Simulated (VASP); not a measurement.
Wanted: the native input for a VASP 6.6.1 run.

```yaml
Task: single point
Functional: PBE
Potentials_or_basis: VASP PAW PBE potentials, release 64 (Pt)
Cutoff: 520 eV
k_mesh: 18 × 18 × 10
Occupations: gaussian, width 0.15 eV
Spin: no spin polarisation
Dipole_correction: no
Further_INCAR_settings: ALGO = Normal; EDIFF = 1e-07; NBANDS = 17
```

The structure of Pt lies in POSCAR:

```
Pt
1.0
    2.6137000000      0.0000000000      0.0000000000
   -1.3068500000      2.2635305979      0.0000000000
    0.0000000000      0.0000000000      4.9607000000
Pt
2
Direct
    0.6666666667      0.3333333333      0.7500000000
    0.3333333333      0.6666666667      0.2500000000
```

One way to write it, as run:

INCAR

```
SYSTEM = Pt
ALGO = Normal ; EDIFF = 1E-7
ENCUT = 520 ; GGA = PE
ISIF = 2 ; ISMEAR = 0
LASPH = .True. ; LCHARG = .False.
LREAL = .False. ; LWAVE = .False.
NBANDS = 17 ; NELM = 80
PREC = Accurate ; SIGMA = 0.15
```

KPOINTS

```
k-points
0
Gamma
  18 18 10
  0 0 0
```

Potentials or basis: VASP PAW PBE potentials, release 64 (Pt).

The run is started by

```console
$ cat potpaw_PBE.64/Pt/POTCAR > POTCAR
$ mpirun -np 1 vasp_std > vasp.out
```

Results of the run:

The pressure is 27.0 GPa. The band gap on the k mesh is zero (band 10 reaches 12.72 eV, above the bottom of band 11 at 10.96 eV).

Caveat: spin-orbit coupling is left out, which moves the levels of the heavy elements.

Wall time 96 s on 1 thread of Intel(R) Xeon(R) Platinum 8259CL CPU @ 2.50GHz (Skylake/Cascade Lake), on a shared host, peak memory 0.21 GiB.
